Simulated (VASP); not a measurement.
Runs of VASP 6.6.1 on Li2O. The structure is that of space group Fm-3m (No. 225), or close to it. The cells are those of the table. 

| task | level | spin | cell | k mesh | cutoff (eV) | smearing | gap on the mesh (eV) | pressure (GPa) |
| --- | --- | --- | --- | --- | --- | --- | --- | --- |
| relaxation of cell and atoms | PBE | off | relaxed from a = 3.271 Å, angles 60.0°, 3 atoms | 8 × 8 × 8 | 750 | gaussian 0.02 eV | (a) | -0.1 |
| single point | PBE | off | a = 3.271 Å, angles 60.0°, 3 atoms | 8 × 8 × 8 | 750 | gaussian 0.01 eV | 4.97 | -0.3 |
| single point | r2SCAN | off | a = 3.271 Å, angles 60.0°, 3 atoms | 8 × 8 × 8 | 830 | gaussian 0.02 eV | 5.66 | -2.9 |
| single point | PBE | off | a = 3.271 Å, angles 60.0°, 3 atoms | 8 × 8 × 8 | 750 | gaussian 0.02 eV | 4.97 | -0.4 |
| single point | PBE | collinear, zero start | a = 3.271 Å, angles 60.0°, 3 atoms | 8 × 8 × 8 | 750 | gaussian 0.01 eV | 4.97 | -0.3 |
| single point | PBE | off | a = 3.271 Å, angles 60.0°, 3 atoms | 6 × 6 × 6 | 750 | gaussian 0.1 eV | 4.97 | -0.4 |
| single point | PBE | off | a = 3.271 Å, angles 60.0°, 3 atoms | 8 × 8 × 8, shifted | 750 | gaussian 0.02 eV | 5.14 | -0.4 |

Alike in all rows: potentials or basis VASP PAW PBE potentials, release 64 (Li_sv, O).

Task: Estimate the missing entries.

Result: (a) 4.98.

Caveats: the PAW data sets were made with another functional, which shifts forces and pressure a little (at least some runs); a shifted mesh leaves out Γ, where band edges can lie (at least some runs).

A k mesh can miss the band edges.
